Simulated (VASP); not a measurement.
HfC, 2 atoms in the cell. It takes space group Immm (No. 71, orthorhombic). The conventional cell has a = 3.226 Å, b = 3.350 Å, c = 4.650 Å, α = 90.00°, β = 90.00°, γ = 90.00°. Within 3.1 Å of Hf (site symmetry mmm) lie 6 C at 2.33 Å. Within 3.1 Å of C (site symmetry mmm) lie 6 Hf at 2.33 Å.  This cell differs from its parent crystal: strain +0.0375 x Voigt [0, 0, 0, 0, 1, 0].

- Program: VASP 6.6.1
- Task: single point
- Functional: PBE
- Potentials or basis: VASP PAW PBE potentials, release 64 (Hf_pv, C)
- Cutoff: 520 eV
- k mesh: 18 × 18 × 18
- Occupations: gaussian, width 0.15 eV
- Spin: no spin polarisation
- Dipole correction: no
- Further INCAR settings: ALGO = Normal; EDIFF = 1e-07; NBANDS = 14

Potentials or basis: VASP PAW PBE potentials, release 64 (Hf_pv, C).

Command:

```sh
$ cat potpaw_PBE.64/Hf_pv/POTCAR potpaw_PBE.64/C/POTCAR > POTCAR
$ mpirun -np 1 vasp_std > vasp.out
```

Hardware: 1 thread of Intel(R) Xeon(R) 6975P-C (Granite Rapids) (shared host).

**Question.** How long does it take, and how much memory?

**Answer.** Run time: 85 s on 1 thread of Intel(R) Xeon(R) 6975P-C (Granite Rapids) (shared host), peak memory 0.41 GiB. Counts: scf iterations 14, k points 865.
